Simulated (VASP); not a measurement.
# Na2SCl2 in VASP: further runs

Na2SCl2 is run at these levels: PBE; tasks: single point.

All numbers are computed with VASP 6.6.1; they aren't measurements. Logs are shortened: lines on timing, memory, paths and dates and some standing lists are left out, and cuts for length are marked.

**1. The cell of the first run**

The cell holds a slab with vacuum, 5 atoms: a = 4.027 Å, b = 4.027 Å, c = 19.878 Å, α = 90.00°, β = 90.00°, γ = 90.00°.

**2. Single point, PBE, collinear spin**

The input, INCAR:

```
SYSTEM = Na2SCl2
PREC = Accurate ; ENCUT = 520
EDIFF = 1E-6 ; ISMEAR = 0
SIGMA = 0.05 ; LREAL = .False.
LASPH = .True. ; NELM = 150
ALGO = Normal ; ISIF = 2
LWAVE = .False. ; LCHARG = .False.
ISPIN = 2 ; MAGMOM = 0 0 0 0 2
LORBIT = 11 ; LDIPOL = .True.
IDIPOL = 3 ; DIPOL = 0.5 0.5 0.331
GGA = PE ; NBANDS = 29
```

The input, KPOINTS:

```
regular mesh
0
Gamma
  7 7 1
  0 0 0
```

The input, POSCAR:

```
Na2SCl2
1.0
    4.0273798085      0.0000000000      0.0000000000
    0.0000000000      4.0273798085      0.0000000000
    0.0000000000      0.0000000000     19.8776080688
Na Cl S
2 2 1
Direct
    0.5000000000      0.5000000000      0.2012314553
    0.0000000000      0.0000000000      0.3409539738
    0.0000000000      0.0000000000      0.2012314553
    0.5000000000      0.5000000000      0.3459977702
    0.5000000000      0.5000000000      0.5658431351
```

Potentials or basis: VASP PAW PBE potentials, release 64 (Na_pv, Cl, S).

Command:

```
$ cat potpaw_PBE.64/Na_pv/POTCAR potpaw_PBE.64/Cl/POTCAR potpaw_PBE.64/S/POTCAR > POTCAR
$ mpirun -np 1 vasp_std > vasp.out
```

OUTCAR:

```text
SYSTEM = Na2SCl2
   PREC = Accurate
   ENCUT = 520
   EDIFF = 1E-6
   ISMEAR = 0
   LREAL = .False.
   LASPH = .True.
   NELM = 150
   ISIF = 2
   ISPIN = 2
   LORBIT = 11
   GGA = PE

 ion  position               nearest neighbor table
   1  0.500  0.500  0.201-
   2  0.000  0.000  0.341-
   3  0.000  0.000  0.201-
   4  0.500  0.500  0.346-
   5  0.500  0.500  0.566-

  LATTYP: Found a simple tetragonal cell.
 ALAT       =     4.0273798085
 C/A-ratio  =     4.9356179486

  Lattice vectors:

 A1 = (   4.0273798085,   0.0000000000,   0.0000000000)
 A2 = (   0.0000000000,   4.0273798085,   0.0000000000)
 A3 = (   0.0000000000,   0.0000000000,  19.8776080688)

Analysis of symmetry for initial positions (statically):
=====================================================================
 Subroutine PRICEL returns:
 Original cell was already a primitive cell.

 Routine SETGRP: Setting up the symmetry group for a
 simple tetragonal supercell.

 Subroutine GETGRP returns: Found  8 space group operations
 (whereof  8 operations were pure point group operations)
 out of a pool of 16 trial point group operations.

The static configuration has the point symmetry C_4v.

Analysis of symmetry for dynamics (positions and initial velocities):
=====================================================================
 Subroutine PRICEL returns:
 Original cell was already a primitive cell.

 Routine SETGRP: Setting up the symmetry group for a
 simple tetragonal supercell.

 Subroutine GETGRP returns: Found  8 space group operations
 (whereof  8 operations were pure point group operations)
 out of a pool of 16 trial point group operations.

The dynamic configuration has the point symmetry C_4v.

Analysis of structural, dynamic, and magnetic symmetry:
=====================================================================
 Subroutine PRICEL returns:
 Original cell was already a primitive cell.

 Routine SETGRP: Setting up the symmetry group for a
 simple tetragonal supercell.

 Subroutine GETGRP returns: Found  8 space group operations
 (whereof  8 operations were pure point group operations)
 out of a pool of 16 trial point group operations.

The overall configuration has the point symmetry C_4v.

 Subroutine INISYM returns: Found  8 space group operations
 (whereof  8 operations are pure point group operations),
 and found     1 'primitive' translations

----------------------------------------------------------------------------------------

                                     Primitive cell

  volume of cell :     322.4106

  direct lattice vectors                    reciprocal lattice vectors
     4.027379809  0.000000000  0.000000000     0.248300396  0.000000000  0.000000000
     0.000000000  4.027379809  0.000000000     0.000000000  0.248300396  0.000000000
     0.000000000  0.000000000 19.877608069     0.000000000  0.000000000  0.050307864

  length of vectors
     4.027379809  4.027379809 19.877608069     0.248300396  0.248300396  0.050307864

  position of ions in fractional coordinates (direct lattice)
     0.500000000  0.500000000  0.201231455
     0.000000000  0.000000000  0.340953974
     0.000000000  0.000000000  0.201231455
     0.500000000  0.500000000  0.345997770
     0.500000000  0.500000000  0.565843135

  ion indices of the primitive-cell ions
   primitive index   ion index
                 1           1
                 2           2
                 3           3
                 4           4
                 5           5

----------------------------------------------------------------------------------------

 KPOINTS: regular mesh

Automatic generation of k-mesh.
 Grid dimensions read from file:
 generate k-points for:    7    7    1

 Generating k-lattice:

  Cartesian coordinates                     Fractional coordinates (reciprocal lattice)
     0.035471485  0.000000000  0.000000000     0.142857143  0.000000000  0.000000000
     0.000000000  0.035471485  0.000000000     0.000000000  0.142857143  0.000000000
     0.000000000  0.000000000  0.050307864     0.000000000  0.000000000  1.000000000

  Length of vectors
     0.035471485  0.035471485  0.050307864

  Shift w.r.t. Gamma in fractional coordinates (k-lattice)
     0.000000000  0.000000000  0.000000000

 Subroutine IBZKPT returns following result:
 ===========================================

 Found     10 irreducible k-points:

 Following reciprocal coordinates:
            Coordinates               Weight
  0.000000  0.000000  0.000000      1.000000
  0.142857  0.000000  0.000000      4.000000
  0.285714  0.000000  0.000000      4.000000
  0.428571  0.000000  0.000000      4.000000
  0.142857  0.142857  0.000000      4.000000
  0.285714  0.142857  0.000000      8.000000
  0.428571  0.142857  0.000000      8.000000
  0.285714  0.285714  0.000000      4.000000
  0.428571  0.285714  0.000000      8.000000
  0.428571  0.428571  0.000000      4.000000
   k-points           NKPTS =     10   k-points in BZ     NKDIM =     10   number of bands    NBANDS=     29
   number of dos      NEDOS =    301   number of ions     NIONS =      5
   total plane-waves  NPLWV = 135000
   dimension x,y,z NGX =    30 NGY =   30 NGZ =  150
   dimension x,y,z NGXF=    60 NGYF=   60 NGZF=  300
   ions per type =               2   2   1
   NGX,Y,Z   is equivalent  to a cutoff of  12.38, 12.38, 12.55 a.u.
   NGXF,Y,Z  is equivalent  to a cutoff of  24.77, 24.77, 25.09 a.u.
 SYSTEM =  Na2SCl2
   PREC   = accura    normal or accurate (medium, high low for compatibility)
   ISTART =      0    job   : 0-new  1-cont  2-samecut
   ICHARG =      2    charge: 1-file 2-atom 10-const
   ISPIN  =      2    spin polarized calculation?
   LNONCOLLINEAR =      F non collinear calculations
   LSORBIT =      F    spin-orbit coupling
   LASPH  =      T    aspherical Exc in radial PAW
   ENCUT  =  520.0 eV  38.22 Ry    6.18 a.u.   7.49  7.49 36.96*2*pi/ulx,y,z
   NELM   =    150;   NELMIN=  2; NELMDL= -5     # of ELM steps
   EDIFF  = 0.1E-05   stopping-criterion for ELM
   LREAL  =      F    real-space projection
   EDIFFG = 0.1E-04   stopping-criterion for IOM
   NSW    =      0    number of steps for IOM
   IBRION =     -1    ionic relax: 0-MD 1-quasi-New 2-CG
   NFREE  =      0    steps in history (QN), initial steepest desc. (CG)
   ISIF   =      2    stress and relaxation
   ISYM   =      2    0-nonsym 1-usesym 2-fastsym
   POTIM  = 0.5000    time-step for ionic-motion
   TEBEG  =    0.0;   TEEND  =   0.0 temperature during run
   PSTRESS=    0.0 pullay stress
   NELECT =      34.0000    total number of electrons
   NUPDOWN=      -1.0000    fix difference up-down
   EMIN   =  10.00;   EMAX   =-10.00  energy-range for DOS
   EFERMI =   0.00;   METHOD = LEGACY
   ISMEAR =     0;   SIGMA  =   0.05  broadening in eV -4-tet -1-fermi 0-gaus
   EFERMI_NEDOS =   21; number of points for ismear=-14 and -15
   IALGO  =     38    algorithm
   IMIX   =      4    mixing-type and parameters
     AMIX     =   0.40;   BMIX     =  1.00
     AMIX_MAG =   1.60;   BMIX_MAG =  1.00
  volume/ion in A,a.u.               =      64.48       435.15
  Fermi-wavevector in a.u.,A,eV,Ry     =   0.773448  1.461606  8.139311  0.598222
  Thomas-Fermi vector in A             =   1.875295
   LORBIT       =     11    0 simple, 1 ext, 2 COOP (PROOUT), +10 PAW based schemes
   GGA     = PE    functional components
   LHFCALC =     F    Hartree Fock is set to
   AEXX    =    0.0000 exact exchange contribution
   IVDW    =     0    specifies the selected vdW correction
   LEPSILON=     F    determine dielectric tensor
   LRPA    =     F    only Hartree local field effects (RPA)
 spin polarized calculation
 Gauss-broadening in eV      SIGMA  =   0.05
  energy-cutoff  :      520.00
  volume of cell :      322.41
 maximum number of plane-waves:      8753
 NGX is ok and might be reduce to    30
   NGX = 15   NGY = 15   NGZ = 73

 dipolmoment           0.000000      0.000000     -0.005085 electrons x Angstroem

 number of electron      33.9999976 magnetization       2.0000000

 dipolmoment           0.000000      0.000000      0.067250 electrons x Angstroem

 Free energy of the ion-electron system (eV)
  ---------------------------------------------------
  ext. energy  EPLUGINS =         0.00000000
  ---------------------------------------------------
  free energy    TOTEN  =       -14.57260009 eV

  energy without entropy =      -14.56959557  energy(sigma->0) =      -14.57109783

 E-fermi :  -3.3353     XC(G=0):  -3.8671

 val. band max:       -3.3518267037   @ k =   0.2857   0.2857   0.0000
 cond. band min:      -3.3153118947   @ k =   0.4286   0.2857   0.0000
 fundamental gap:      0.0365148090
 Fermi energy:        -3.3353243934

 spin component 1

 k-point     1 :       0.0000    0.0000    0.0000
  band No.  band energies     occupation
      1     -25.7361      1.00000
      2     -25.6949      1.00000
      3     -25.6949      1.00000
      4     -25.4492      1.00000
      5     -25.4084      1.00000
      6     -25.4084      1.00000
[... 21 lines left out ...]
     28       5.4174      0.00000
     29       5.6639      0.00000

 k-point     2 :       0.1429    0.0000    0.0000
  band No.  band energies     occupation
      1     -25.7360      1.00000
      2     -25.6974      1.00000
      3     -25.6946      1.00000
      4     -25.4490      1.00000
      5     -25.4109      1.00000
      6     -25.4081      1.00000
[... 248 lines left out ...]
 k-point    10 :       0.4286    0.4286    0.0000
  band No.  band energies     occupation
      1     -25.7345      1.00000
      2     -25.7033      1.00000
      3     -25.7030      1.00000
      4     -25.4477      1.00000
      5     -25.4168      1.00000
      6     -25.4165      1.00000
[... 21 lines left out ...]
     28       5.6268      0.00000
     29       5.8952      0.00000
 Fermi energy:        -3.3353243934

 spin component 2

 k-point     1 :       0.0000    0.0000    0.0000
  band No.  band energies     occupation
      1     -25.7360      1.00000
      2     -25.6948      1.00000
      3     -25.6948      1.00000
      4     -25.4492      1.00000
      5     -25.4084      1.00000
      6     -25.4084      1.00000
[... 21 lines left out ...]
     28       5.5886      0.00000
     29       6.1905      0.00000

 k-point     2 :       0.1429    0.0000    0.0000
  band No.  band energies     occupation
      1     -25.7358      1.00000
      2     -25.6974      1.00000
      3     -25.6945      1.00000
      4     -25.4490      1.00000
      5     -25.4109      1.00000
      6     -25.4081      1.00000
[... 248 lines left out ...]
 k-point    10 :       0.4286    0.4286    0.0000
  band No.  band energies     occupation
      1     -25.7344      1.00000
      2     -25.7033      1.00000
      3     -25.7030      1.00000
      4     -25.4477      1.00000
      5     -25.4168      1.00000
      6     -25.4165      1.00000
[... 21 lines left out ...]
     28       5.8835      0.00000
     29       5.9543      0.00000

------------------------ aborting loop because EDIFF is reached ----------------------------------------

 vacuum level on the upper side and lower side of the slab       (xc-potential included)         0.032        -0.646

  FORCE on cell =-STRESS in cart. coord.  units (eV):
  Direction    XX          YY          ZZ          XY          YZ          ZX
  --------------------------------------------------------------------------------------
  -------------------------------------------------------------------------------------
  Total       -1.7471388     -1.7471388     -0.2262919      0.0000000      0.0000000      0.0000000
  in kB       -8.6821780     -8.6821780     -1.1245278      0.0000000      0.0000000      0.0000000
  external PRESSURE =      -6.1629613 kB  Pullay stress =       0.0000000 kB

 VOLUME and BASIS-vectors are now :
 -----------------------------------------------------------------------------
  energy-cutoff  :      520.00
  volume of cell :      322.41
      direct lattice vectors                 reciprocal lattice vectors
     4.027379809  0.000000000  0.000000000     0.248300396  0.000000000  0.000000000
     0.000000000  4.027379809  0.000000000     0.000000000  0.248300396  0.000000000
     0.000000000  0.000000000 19.877608069     0.000000000  0.000000000  0.050307864

 POSITION                                       TOTAL-FORCE (eV/Angst)
 -----------------------------------------------------------------------------------
      2.01369      2.01369      4.00000         0.000000     -0.000000      0.225136
      0.00000      0.00000      6.77735         0.000000     -0.000000      0.029245
      0.00000      0.00000      4.00000         0.000000     -0.000000     -0.219518
      2.01369      2.01369      6.87761         0.000000      0.000000      0.004739
      2.01369      2.01369     11.24761         0.000000     -0.000000     -0.039603
 -----------------------------------------------------------------------------------
    total drift:                                0.000000      0.000000      0.001832

  FREE ENERGIE OF THE ION-ELECTRON SYSTEM (eV)
  ---------------------------------------------------
  free  energy   TOTEN  =       -14.5726000897 eV

  energy  without entropy=      -14.5695955740  energy(sigma->0) =      -14.57109783

 vacuum level on the upper side and lower side of the slab         2.325         1.606

 total charge

# of ion       s       p       d       tot
------------------------------------------
    1        0.038   5.972   0.000   6.009
    2        0.039   5.973   0.000   6.012
    3        1.587   3.570   0.000   5.157
    4        1.588   3.564   0.000   5.152
    5        1.402   2.075   0.000   3.477
--------------------------------------------------
tot          4.653  21.154   0.000  25.807

 magnetization (x)

# of ion       s       p       d       tot
------------------------------------------
    1        0.000   0.000   0.000   0.000
    2       -0.000  -0.000   0.000  -0.000
    3        0.000   0.000   0.000   0.000
    4        0.000   0.007   0.000   0.008
    5        0.028   1.136   0.000   1.164
--------------------------------------------------
tot          0.028   1.144   0.000   1.172
```

It took 2.5 min on 1 thread of Intel Xeon 6975P-C (Granite Rapids), shared host; peak memory 0.53 GiB.

What came out:

- Free energy: -14.5726 eV
- Largest force: 0.225 eV/Å
- Band gap on the k mesh: zero (filled and empty bands overlap)
- Net moment: 2.00 μB per cell
- Site moments: Na +0.00, -0.00; Cl +0.00, +0.01; S +1.16 μB
- Valence electrons inside the program's atomic spheres: Na 6.01; Cl 5.16, 5.15; S 3.48

Forces in eV/Å, atoms in the order of the input:
```
Na   0.000  0.000  0.225
Na   0.000  0.000  0.029
Cl   0.000  0.000 -0.220
Cl   0.000  0.000  0.005
S    0.000  0.000 -0.040
```

Levels at points of the mesh, in eV from the Fermi level:
Spin up:
```
           k point  band 15  band 16  band 17  band 18  band 19  band 20  band 21  band 22
(0.00, 0.00, 0.00)    -1.09    -1.09    -0.91    -0.91     3.73     4.60     5.13     5.86
```
Spin down:
| k point | band 14 | band 15 | band 16 | band 17 | band 18 | band 19 |
| --- | --- | --- | --- | --- | --- | --- |
| (0.00, 0.00, 0.00) | -1.09 | -1.09 | 0.22 | 0.64 | 0.64 | 3.75 |

**3. Single point, PBE, collinear spin**

The input, INCAR:

```
SYSTEM = Na2SCl2
PREC = Accurate
ENCUT = 520
EDIFF = 1E-7
ISMEAR = 0
SIGMA = 0.05
LREAL = .FALSE.
LASPH = .TRUE.
NELM = 150
ALGO = Normal
ISIF = 2
LWAVE = .FALSE.
LCHARG = .FALSE.
ISPIN = 2
MAGMOM = 0 0 0 0 2
LORBIT = 11
LDIPOL = .TRUE.
IDIPOL = 3
DIPOL = 0.5 0.5 0.311
GGA = PE
NBANDS = 29
```

The input, KPOINTS:

```
regular mesh
0
G
  7 7 1
  0 0 0
```

Changes to POSCAR since step 2:

```diff
@@ -12,2 +12,2 @@
     0.5000000000      0.5000000000      0.3459977702
-    0.5000000000      0.5000000000      0.5658431351
+    1.0000000000      1.0000000000      0.4642212502
```

Potentials or basis: VASP PAW PBE potentials, release 64 (Na_pv, Cl, S).

Command:

```
$ cat potpaw_PBE.64/Na_pv/POTCAR potpaw_PBE.64/Cl/POTCAR potpaw_PBE.64/S/POTCAR > POTCAR
$ mpirun -np 1 vasp_std > vasp.out
```

Wall time 3.3 min (1 thread of Intel Xeon 6975P-C (Granite Rapids), shared host); peak memory 0.55 GiB.

It converged, with:

```yaml
Free_energy: -14.3140 eV
Largest_force: 1.210 eV/Å
Band_gap_on_the_k_mesh: 0.23 eV
Net_moment: 2.00 μB per cell
Site_moments: Na +0.00, -0.00; Cl +0.00, +0.11; S +1.07 μB
Valence_electrons_inside_the_program's_atomic_spheres: Na 6.01, 6.05; Cl 5.16, 5.13; S 3.53
```

Forces in eV/Å, atoms in the order of the input:
```
Na   0.000  0.000  0.204
Na   0.000  0.000 -1.174
Cl   0.000  0.000 -0.234
Cl   0.000  0.000 -0.006
S    0.000  0.000  1.210
```

Levels at points of the mesh, in eV from the valence-band top:
Spin up:
```csv
k point,band 16,band 17,band 18,band 19,band 20,band 21
"(0.00, 0.00, 0.00)",-0.88,-0.88,-0.71,3.93,5.40,5.81
```
Spin down:
```csv
k point,band 12,band 13,band 14,band 15,band 16,band 17,band 18,band 19,band 20,band 21
"(0.00, 0.00, 0.00)",-1.41,-1.36,-1.03,-1.03,-0.20,1.18,1.18,3.94,5.45,5.95
```

**4. Single point, PBE, collinear spin**

The input, INCAR:

```
  PREC = Accurate
  ENCUT = 520
  EDIFF = 1E-6
  ISMEAR = 0
  SIGMA = 0.05
  LREAL = False
  LASPH = True
  NELM = 150
  ALGO = Normal
  ISIF = 2
  LWAVE = False
  LCHARG = False
  ISPIN = 2
  MAGMOM = 0 0 0 0 2
  LORBIT = 11
  LDIPOL = True
  IDIPOL = 3
  DIPOL = 0.5 0.5 0.319
  GGA = PE
  NBANDS = 29
```

The input, KPOINTS:

```
Automatic mesh
0
Gamma
  7 7 1
```

Changes to POSCAR since step 3:

```diff
@@ -12,2 +12,2 @@
     0.5000000000      0.5000000000      0.3459977702
-    1.0000000000      1.0000000000      0.4642212502
+    1.0000000000      1.0000000000      0.5054736985
```

Command:

```
$ cat potpaw_PBE.64/Na_pv/POTCAR potpaw_PBE.64/Cl/POTCAR potpaw_PBE.64/S/POTCAR > POTCAR
$ mpirun -np 1 vasp_std > vasp.out
```

Run time: 3 min. Hardware: 1 thread of Intel Xeon 6975P-C (Granite Rapids), shared host; peak memory 0.54 GiB.

It converged, with:

- Free energy: -14.5321 eV
- Largest force: 0.226 eV/Å
- Band gap on the k mesh: zero (filled and empty bands overlap)
- Net moment: 2.00 μB per cell
- Site moments: Na +0.00; Cl +0.00, +0.03; S +1.15 μB
- Valence electrons inside the program's atomic spheres: Na 6.01; Cl 5.16, 5.15; S 3.48

Forces on the atoms (eV/Å):
```
Na   0.000  0.000  0.226
Na   0.000  0.000 -0.022
Cl   0.000  0.000 -0.221
Cl   0.000  0.000 -0.046
S    0.000  0.000  0.063
```

Levels at points of the mesh, in eV from the Fermi level:
Spin up:
```csv
k point,band 16,band 17,band 18,band 19,band 20,band 21
"(0.00, 0.00, 0.00)",-1.06,-0.87,-0.87,3.88,4.94,5.35
```
Spin down:
```tsv
k point	band 12	band 13	band 14	band 15	band 16	band 17	band 18	band 19	band 20	band 21
(0.00, 0.00, 0.00)	-1.39	-1.28	-1.00	-1.00	0.09	0.63	0.63	3.90	5.14	5.50
```

**5. Overview**

| cell | gap on the mesh (eV) | moment (μB) | largest force (eV/Å) |
| --- | --- | --- | --- |
| as given, atomic positions A | none | 2.00 | 0.23 |
| as given, atomic positions B | 0.23 | 2.00 | 1.21 |
| as given, atomic positions C | none | 2.00 | 0.23 |

Alike in all rows: task single point; level PBE; potentials or basis VASP PAW PBE potentials, release 64 (Na_pv, Cl, S); spin collinear; k mesh 7 × 7 × 1; cutoff (eV) 520; smearing gaussian 0.05 eV.

Absolute energies hang on the potentials; compare differences alone.

The gap in the log of VASP goes by the Fermi energy; the results here count the filled bands.